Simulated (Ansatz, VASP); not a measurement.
**InSb in VASP and in Ansatz**

```
In Sb
1.0
     2.98521    0.00000    0.00000
     0.00000    2.98521    0.00000
     0.00000    0.00000    5.63608
In Sb
1 1
Cartesian
  0.0000 0.0000 0.0000
  0.0000 0.0000 2.8180
```

Alike in both runs: task single point; functional LDA; k mesh 16 × 16 × 8; occupations gaussian, width 0.15 eV; no spin polarisation.

|  | VASP | Ansatz |
| --- | --- | --- |
| version | VASP 6.6.1 | Ansatz 0.2.0 |
| potentials or method | VASP PAW LDA potentials, release 64 (In_d, Sb), cutoff 520 eV | scalar-relativistic, plane waves, PAW |
| valence electrons in the cell | 18 | 28 |

```tsv
	VASP	Ansatz	Ansatz less VASP
gap on the k mesh at the Fermi level (eV)	none	none	-
pressure (GPa)	6.1	6.0	-0.18
traceless stress, the component that is largest in VASP (GPa)	6.73	6.78	+0.046
```

Ansatz warns that its potentials were made for another functional, while VASP's fit it. LDA's correlation is that of Perdew and Zunger in VASP and of Perdew and Wang (1992) in Ansatz. A gap of «none» marks a metal or a gap that the smearing closes. VASP's potentials hold 18 valence electrons a cell and Ansatz's 28, so a difference there can come from the potentials and not from the codes.

Neither program's run includes spin-orbit coupling.
